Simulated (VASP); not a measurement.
A run of VASP 6.6.1 is set up as follows.

File INCAR:

```
SYSTEM = Zr
PREC     = Accurate       ! precision mode
ENCUT    = 520            ! plane-wave cutoff, eV
EDIFF    = 1E-8           ! SCF threshold, eV
ISMEAR   = -1             ! smearing method
SIGMA    = 0.08           ! smearing width, eV
LREAL    = .FALSE.        ! projectors in reciprocal space
LASPH    = .TRUE.         ! aspherical terms in the spheres
NELM     = 100            ! most SCF steps
ALGO     = Normal         ! electronic algorithm
ISIF     = 2              ! what is computed and relaxed
LWAVE    = .FALSE.        ! write WAVECAR
LCHARG   = .FALSE.        ! write CHGCAR
GGA      = PE             ! functional
LEFG     = .TRUE.       
NBANDS   = 19             ! bands
```

Contents of KPOINTS:

```
regular mesh
0
G
  13 13 7
  0 0 0
```

The input POSCAR:

```
Zr
1.0
    3.1883172162      0.0000000000      0.0000000000
   -1.5941586081      2.7611637045      0.0000000000
    0.0000000000      0.0000000000      5.0774374186
Zr
2
Direct
    0.3333333333      0.6666666667      0.2500000000
    0.6666666667      0.3333333333      0.7500000000
```

Potentials or basis: VASP PAW PBE potentials, release 64 (Zr_sv).

Command:

```bash
$ cat potpaw_PBE.64/Zr_sv/POTCAR > POTCAR
$ mpirun -np 1 vasp_std > vasp.out
```

(1) Predict the band gap on the k mesh.

(2) Estimate the pressure.

Answers

(1) zero (band 12 reaches 10.42 eV, above the bottom of band 13 at 9.25 eV).

(2) 4.7 GPa.

Caveat: without QUAD_EFG the Cq values of the log hold for a quadrupole moment of 1 mb, not for the nuclei.
